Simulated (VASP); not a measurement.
## BAs: relaxation of the atoms with r2SCAN

Crystal: BAs.

```
CELL_PARAMETERS angstrom
0.00000 2.34245 2.34245
2.34245 0.00000 2.34245
2.34245 2.34245 0.00000
ATOMIC_POSITIONS crystal
B 0.00000 0.00000 0.00000
As 0.25000 0.25000 0.25000
```

```
Program                : VASP 6.6.1
Task                   : relaxation of the atoms
Functional             : r2SCAN
Potentials or basis    : VASP PAW PBE potentials, release 64 (B, As)
Cutoff                 : 520 eV
k mesh                 : 10 × 10 × 10
Occupations            : fermi-dirac, width 0.02 eV
Spin                   : no spin polarisation
Dipole correction      : no
Further INCAR settings : ALGO = Normal; EDIFF = 1e-06; IBRION = 2; EDIFFG = -0.01; NSW = 50
```

The pressure after relaxing is 10.5 GPa and the band gap on the k mesh is 1.31 eV (least direct gap 3.51 eV).

Final structure:
```
CELL_PARAMETERS angstrom
0.00000 2.34245 2.34245
2.34245 0.00000 2.34245
2.34245 2.34245 0.00000
ATOMIC_POSITIONS crystal
B 0.00000 0.00000 0.00000
As 0.25000 0.25000 0.25000
```

Levels at points of the mesh, in eV from the valence-band top:
```csv
k point,band 2,band 3,band 4,band 5,band 6,band 7
"(0.00, 0.00, 0.00)",0.00,0.00,0.00,3.51,3.51,3.51
"(0.50, 0.00, 0.00)",-9.70,-2.05,-2.05,3.34,5.12,5.12
"(0.50, 0.50, 0.00)",-9.42,-4.57,-4.57,1.53,1.64,12.75
```

Wall time 24 s on 1 thread of Intel(R) Xeon(R) 6975P-C (Granite Rapids), with other jobs on the host, peak memory 0.17 GiB.

Caveat: the relaxation stopped at its first step, so nothing moved; the PAW data sets were made with another functional, which shifts forces and pressure a little. A k mesh can miss the band edges.
